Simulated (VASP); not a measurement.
# SnTe (Fm-3m) in VASP: further runs, part 2 of 2

VASP 6.6.1.

### 4 Single point, PBE, non-collinear spin, zero start, spin-orbit coupling

This run uses another cell than the first one, of 29.40 Å³/atom, 0.887 times its volume.

INCAR

```
SYSTEM = SnTe
PREC = Accurate
ENCUT = 520
EDIFF = 1E-7
ISMEAR = -1
SIGMA = 0.05
LREAL = .FALSE.
LASPH = .TRUE.
NELM = 150
ALGO = Normal
ISIF = 2
LWAVE = .FALSE.
LCHARG = .FALSE.
MAGMOM = 0 0 0 0 0 0
LORBIT = 11
LSORBIT = .TRUE.
GGA_COMPAT = .FALSE.
LORBMOM = .TRUE.
GGA = PE
NBANDS = 32
```

KPOINTS

```
regular mesh
0
G
  7 7 7
  0 0 0
```

POSCAR

```
SnTe
1.0
    0.0000000000      3.0865288906      3.0865288906
    3.0865288906      0.0000000000      3.0865288906
    3.0865288906      3.0865288906      0.0000000000
Te Sn
1 1
Direct
    0.5000000000      0.5000000000      0.5000000000
    0.0000000000      0.0000000000      0.0000000000
```

Potentials or basis: VASP PAW PBE potentials, release 64 (Te, Sn_d).

Command:

```sh
$ cat potpaw_PBE.64/Te/POTCAR potpaw_PBE.64/Sn_d/POTCAR > POTCAR
$ mpirun -np 1 vasp_ncl > vasp.out
```

OUTCAR:

```text
SYSTEM = SnTe
   PREC = Accurate
   ENCUT = 520
   EDIFF = 1E-7
   ISMEAR = -1
   LREAL = .FALSE.
   LASPH = .TRUE.
   NELM = 150
   ISIF = 2
   LORBIT = 11
   LSORBIT = .TRUE.
   GGA = PE

 ion  position               nearest neighbor table
   1  0.500  0.500  0.500-   2 3.09   2 3.09   2 3.09   2 3.09   2 3.09   2 3.09
   2  0.000  0.000  0.000-   1 3.09   1 3.09   1 3.09   1 3.09   1 3.09   1 3.09

  LATTYP: Found a face centered cubic cell.
 ALAT       =     6.1730577812

  Lattice vectors:

 A1 = (   0.0000000000,   3.0865288906,   3.0865288906)
 A2 = (   3.0865288906,   0.0000000000,   3.0865288906)
 A3 = (   3.0865288906,   3.0865288906,   0.0000000000)

Analysis of symmetry for initial positions (statically):
[... 25 lines left out ...]
The dynamic configuration has the point symmetry O_h .

Analysis of structural, dynamic, and magnetic symmetry:
=====================================================================
 Subroutine PRICEL returns:
[... 7 lines left out ...]
 out of a pool of 48 trial point group operations.

The overall configuration has the point symmetry O_h .

 Subroutine INISYM returns: Found 48 space group operations
[... 5 lines left out ...]
                                     Primitive cell

  volume of cell :      58.8086

  direct lattice vectors                    reciprocal lattice vectors
     0.000000000  3.086528891  3.086528891    -0.161994272  0.161994272  0.161994272
     3.086528891  0.000000000  3.086528891     0.161994272 -0.161994272  0.161994272
     3.086528891  3.086528891  0.000000000     0.161994272  0.161994272 -0.161994272

  length of vectors
     4.365011018  4.365011018  4.365011018     0.280582309  0.280582309  0.280582309

  position of ions in fractional coordinates (direct lattice)
     0.500000000  0.500000000  0.500000000
     0.000000000  0.000000000  0.000000000

  ion indices of the primitive-cell ions
   primitive index   ion index
                 1           1
                 2           2

----------------------------------------------------------------------------------------

 KPOINTS: regular mesh

Automatic generation of k-mesh.
 Grid dimensions read from file:
 generate k-points for:    7    7    7

 Generating k-lattice:

  Cartesian coordinates                     Fractional coordinates (reciprocal lattice)
    -0.023142039  0.023142039  0.023142039     0.142857143  0.000000000  0.000000000
     0.023142039 -0.023142039  0.023142039     0.000000000  0.142857143  0.000000000
     0.023142039  0.023142039 -0.023142039     0.000000000  0.000000000  0.142857143

  Length of vectors
     0.040083187  0.040083187  0.040083187

  Shift w.r.t. Gamma in fractional coordinates (k-lattice)
     0.000000000  0.000000000  0.000000000

 Subroutine IBZKPT returns following result:
 ===========================================

 Found     20 irreducible k-points:

 Following reciprocal coordinates:
            Coordinates               Weight
  0.000000  0.000000  0.000000      1.000000
  0.142857  0.000000  0.000000      8.000000
  0.285714  0.000000  0.000000      8.000000
  0.428571  0.000000  0.000000      8.000000
  0.142857  0.142857  0.000000      6.000000
  0.285714  0.142857  0.000000     24.000000
[... 793 lines left out ...]
  FORCE on cell =-STRESS in cart. coord.  units (eV):
  Direction    XX          YY          ZZ          XY          YZ          ZX
  --------------------------------------------------------------------------------------
  -------------------------------------------------------------------------------------
  Total        2.0968273      2.0968273      2.0968273      0.0000000      0.0000000     -0.0000000
  in kB       57.1257877     57.1257877     57.1257877      0.0000000      0.0000000     -0.0000000
  external PRESSURE =      57.1257877 kB  Pullay stress =       0.0000000 kB

 VOLUME and BASIS-vectors are now :
 -----------------------------------------------------------------------------
  energy-cutoff  :      520.00
  volume of cell :       58.81
      direct lattice vectors                 reciprocal lattice vectors
     0.000000000  3.086528891  3.086528891    -0.161994272  0.161994272  0.161994272
     3.086528891  0.000000000  3.086528891     0.161994272 -0.161994272  0.161994272
     3.086528891  3.086528891  0.000000000     0.161994272  0.161994272 -0.161994272

 POSITION                                       TOTAL-FORCE (eV/Angst)
 -----------------------------------------------------------------------------------
      3.08653      3.08653      3.08653        -0.000000      0.000000     -0.000000
      0.00000      0.00000      0.00000         0.000000     -0.000000      0.000000
 -----------------------------------------------------------------------------------
    total drift:                                0.000000     -0.000000     -0.000000

  FREE ENERGIE OF THE ION-ELECTRON SYSTEM (eV)
  ---------------------------------------------------
  free  energy   TOTEN  =        -7.6023872325 eV

  energy  without entropy=       -7.6019449314  energy(sigma->0) =       -7.60216608

 orbital moment (x)

 # of ion     p       d       tot
 ----------------------------------------
  1         0.000   0.000   0.000
  2         0.000  -0.000  -0.000
 ----------------------------------------
            0.000  -0.000  -0.000

 orbital moment (y)

 # of ion     p       d       tot
 ----------------------------------------
  1         0.000  -0.000  -0.000
  2         0.000   0.000   0.000
 ----------------------------------------
            0.000   0.000   0.000

 orbital moment (z)

 # of ion     p       d       tot
 ----------------------------------------
  1         0.000  -0.000  -0.000
  2         0.000  -0.000  -0.000
 ----------------------------------------
            0.000  -0.000  -0.000

 Spin-Orbit-Coupling matrix elements

 Ion:    1  E_soc:     -0.1988774
 l=   1
     0.0000000    -0.0331375    -0.0331375
    -0.0331375     0.0000000    -0.0331375
    -0.0331375    -0.0331375     0.0000000
 l=   2
     0.0000000    -0.0000178     0.0000000    -0.0000178     0.0000090
    -0.0000178     0.0000000     0.0000068    -0.0000178     0.0000023
     0.0000000     0.0000068     0.0000000     0.0000068     0.0000000
    -0.0000178    -0.0000178     0.0000068     0.0000000     0.0000023
     0.0000090     0.0000023     0.0000000     0.0000023     0.0000000
 l=   3
     0.0000000     0.0000000     0.0000000     0.0000000     0.0000000     0.0000000     0.0000000
     0.0000000     0.0000000     0.0000000     0.0000000     0.0000000     0.0000000     0.0000000
     0.0000000     0.0000000     0.0000000     0.0000000     0.0000000     0.0000000     0.0000000
     0.0000000     0.0000000     0.0000000     0.0000000     0.0000000     0.0000000     0.0000000
     0.0000000     0.0000000     0.0000000     0.0000000     0.0000000     0.0000000     0.0000000
     0.0000000     0.0000000     0.0000000     0.0000000     0.0000000     0.0000000     0.0000000
     0.0000000     0.0000000     0.0000000     0.0000000     0.0000000     0.0000000     0.0000000

 Ion:    2  E_soc:     -0.0992644
 l=   1
     0.0000000    -0.0103489    -0.0103489
    -0.0103489     0.0000000    -0.0103489
    -0.0103489    -0.0103489     0.0000000
 l=   2
     0.0000000    -0.0012274     0.0000000    -0.0012274    -0.0049678
    -0.0012274     0.0000000    -0.0037258    -0.0012274    -0.0012419
     0.0000000    -0.0037258     0.0000000    -0.0037258     0.0000000
    -0.0012274    -0.0012274    -0.0037258     0.0000000    -0.0012419
    -0.0049678    -0.0012419     0.0000000    -0.0012419     0.0000000
 l=   3
     0.0000000     0.0000000     0.0000000     0.0000000     0.0000000     0.0000000     0.0000000
     0.0000000     0.0000000     0.0000000     0.0000000     0.0000000     0.0000000     0.0000000
     0.0000000     0.0000000     0.0000000     0.0000000     0.0000000     0.0000000     0.0000000
     0.0000000     0.0000000     0.0000000     0.0000000     0.0000000     0.0000000     0.0000000
     0.0000000     0.0000000     0.0000000     0.0000000     0.0000000     0.0000000     0.0000000
     0.0000000     0.0000000     0.0000000     0.0000000     0.0000000     0.0000000     0.0000000
     0.0000000     0.0000000     0.0000000     0.0000000     0.0000000     0.0000000     0.0000000

 total charge

# of ion       s       p       d       tot
------------------------------------------
    1        1.389   1.976   0.038   3.403
    2        1.355   0.799   9.995  12.150
--------------------------------------------------
tot          2.744   2.775  10.034  15.553

 magnetization (x)

# of ion       s       p       d       tot
------------------------------------------
    1        0.000   0.000   0.000   0.000
    2        0.000   0.000  -0.000   0.000
--------------------------------------------------
tot          0.000   0.000  -0.000   0.000

 magnetization (y)

# of ion       s       p       d       tot
------------------------------------------
    1        0.000  -0.000   0.000  -0.000
    2       -0.000  -0.000   0.000  -0.000
--------------------------------------------------
tot         -0.000  -0.000   0.000  -0.000

 magnetization (z)

# of ion       s       p       d       tot
------------------------------------------
    1        0.000  -0.000  -0.000  -0.000
    2        0.000   0.000   0.000   0.000
--------------------------------------------------
tot          0.000   0.000  -0.000   0.000
```

OSZICAR:

```text
N       E                     dE             d eps       ncg     rms          rms(c)
DAV:   1     0.175879102490E+03    0.17588E+03   -0.90593E+03  1376   0.149E+03
DAV:   2     0.154911978762E+02   -0.16039E+03   -0.15394E+03  1328   0.436E+02
DAV:   3    -0.661215826392E+01   -0.22103E+02   -0.21684E+02  1584   0.134E+02
DAV:   4    -0.759675961982E+01   -0.98460E+00   -0.98287E+00  1520   0.303E+01
DAV:   5    -0.763647469446E+01   -0.39715E-01   -0.39714E-01  1856   0.605E+00    0.617E+00
DAV:   6    -0.760101893735E+01    0.35456E-01   -0.72203E-02  1680   0.223E+00    0.397E+00
DAV:   7    -0.760133942410E+01   -0.32049E-03   -0.29725E-02  1688   0.935E-01    0.197E+00
DAV:   8    -0.760252871339E+01   -0.11893E-02   -0.17529E-03  1488   0.268E-01    0.338E-01
DAV:   9    -0.760228377807E+01    0.24494E-03   -0.12683E-03  1712   0.308E-01    0.140E-01
DAV:  10    -0.760237843059E+01   -0.94653E-04   -0.19986E-04  1432   0.856E-02    0.273E-02
DAV:  11    -0.760238350746E+01   -0.50769E-05   -0.77488E-06  1728   0.245E-02    0.160E-02
DAV:  12    -0.760238667408E+01   -0.31666E-05   -0.60496E-06  1216   0.130E-02    0.947E-03
DAV:  13    -0.760238731289E+01   -0.63881E-06   -0.63583E-07  1624   0.745E-03    0.764E-04
DAV:  14    -0.760238723254E+01    0.80349E-07   -0.11817E-07  1224   0.201E-03
   1 F= -.76023872E+01 E0= -.76021661E+01  d E =-.442301E-03  mag=     0.0000     0.0000     0.0000
```

Wall time 43 s (1 thread of Intel Xeon 6975P-C (Granite Rapids), shared host); peak memory 0.34 GiB.

What came out:

```
Free energy                                           : -7.6024 eV
Pressure                                              : 5.7 GPa
Net moment                                            : 0.00 μB per cell
Valence electrons inside the program's atomic spheres : Te 3.40; Sn 12.15
```

Moments on the atoms (μB; x, y, z):
```
Te  0.00 0.00 0.00
Sn  0.00 0.00 0.00
```

### 5 Single point, PBE, non-collinear spin, zero start, spin-orbit coupling

This run uses another cell than the first one, of 30.03 Å³/atom, 0.906 times its volume.

INCAR: that of step 4 with these lines changed.

```diff
@@ -3,3 +3,3 @@
 ENCUT = 520
-EDIFF = 1E-7
+EDIFF = 1E-6
 ISMEAR = -1
```

KPOINTS

```
Automatic mesh
0
G
  7 7 7
  0 0 0
```

POSCAR

```
SnTe
1.0
    0.0000000000      3.1082657258      3.1082657258
    3.1082657258      0.0000000000      3.1082657258
    3.1082657258      3.1082657258      0.0000000000
Te Sn
1 1
Direct
    0.5000000000      0.5000000000      0.5000000000
    0.0000000000      0.0000000000      0.0000000000
```

Command:

```sh
$ cat potpaw_PBE.64/Te/POTCAR potpaw_PBE.64/Sn_d/POTCAR > POTCAR
$ mpirun -np 1 vasp_ncl > vasp.out
```

Run time: 57 s. Hardware: 1 thread of Intel Xeon 6975P-C (Granite Rapids), shared host; peak memory 0.39 GiB.

Results (log left out):

- Free energy: -7.6421 eV
- Pressure: 4.4 GPa
- Net moment: 0.00 μB per cell
- Valence electrons inside the program's atomic spheres: Te 3.40; Sn 12.13

Moments on the atoms (μB; x, y, z):
```
Te  0.00 0.00 0.00
Sn  0.00 0.00 0.00
```

### 6 The runs side by side

```csv
task,level,spin,cell,cutoff (eV),pressure (GPa),moment (μB)
single point,r2SCAN+rVV10,off,"a = 4.543 Å, angles 60.0°, 2 atoms",520,-1.8,-
relaxation of cell and atoms,SVWN5,off,"relaxed from a = 4.456 Å, angles 60.0°, 2 atoms",600,0.0,-
single point,PBE,"non-collinear, zero start, SOC","a = 4.365 Å, angles 60.0°, 2 atoms",520,5.7,0.00
single point,PBE,"non-collinear, zero start, SOC","a = 4.396 Å, angles 60.0°, 2 atoms",520,4.4,0.00
```

Alike in all rows: potentials or basis VASP PAW PBE potentials, release 64 (Te, Sn_d); k mesh 7 × 7 × 7; smearing fermi-dirac 0.05 eV.

Caveats: the PAW data sets were made with another functional, which shifts forces and pressure a little (some runs).

Absolute energies hang on the potentials; compare differences alone.
